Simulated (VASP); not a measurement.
Write the native input for VASP 6.6.1 that does the following.

| Property | Result |
| --- | --- |
| Task | single point |
| Functional | PBE |
| Potentials or basis | VASP PAW PBE potentials, release 64 (B, N) |
| Cutoff | 600 eV |
| k mesh | 12 × 12 × 12 |
| Occupations | gaussian, width 0.02 eV |
| Spin | no spin polarisation |
| Dipole correction | no |
| Further INCAR settings | ALGO = Normal; EDIFF = 1e-06; NBANDS = 11 |

The structure of BN lies in POSCAR:

```
BN
1.0
    0.0000000000      1.7367275618      1.7367275618
    1.7367275618      0.0000000000      1.7367275618
    1.7367275618      1.7367275618      0.0000000000
B N
1 1
Direct
    0.0000000000      0.0000000000      0.0000000000
    0.7500000000      0.7500000000      0.7500000000
```

This cell differs from its parent crystal: volume scaled by 0.88.

These files were run (other wordings do the same):

INCAR

```
SYSTEM = BN
PREC = Accurate
ENCUT = 600
EDIFF = 1E-6
ISMEAR = 0
SIGMA = 0.02
LREAL = .False.
LASPH = .True.
NELM = 120
ALGO = Normal
ISIF = 2
LWAVE = .False.
LCHARG = .False.
GGA = PE
NBANDS = 11
GGA_COMPAT = .False.
```

KPOINTS

```
Automatic mesh
0
Gamma
  12 12 12
  0 0 0
```

Potentials or basis: VASP PAW PBE potentials, release 64 (B, N).

Run with:

```sh
$ cat potpaw_PBE.64/B/POTCAR potpaw_PBE.64/N/POTCAR > POTCAR
$ mpirun -np 1 vasp_std > vasp.out
```

Results of the run:

The pressure is 60.4 GPa. The band gap on the k mesh is 4.58 eV, indirect (least direct gap 9.39 eV).

It took 15 s on 1 thread of Intel Xeon 8259CL, on a shared host, peak memory 0.12 GiB.
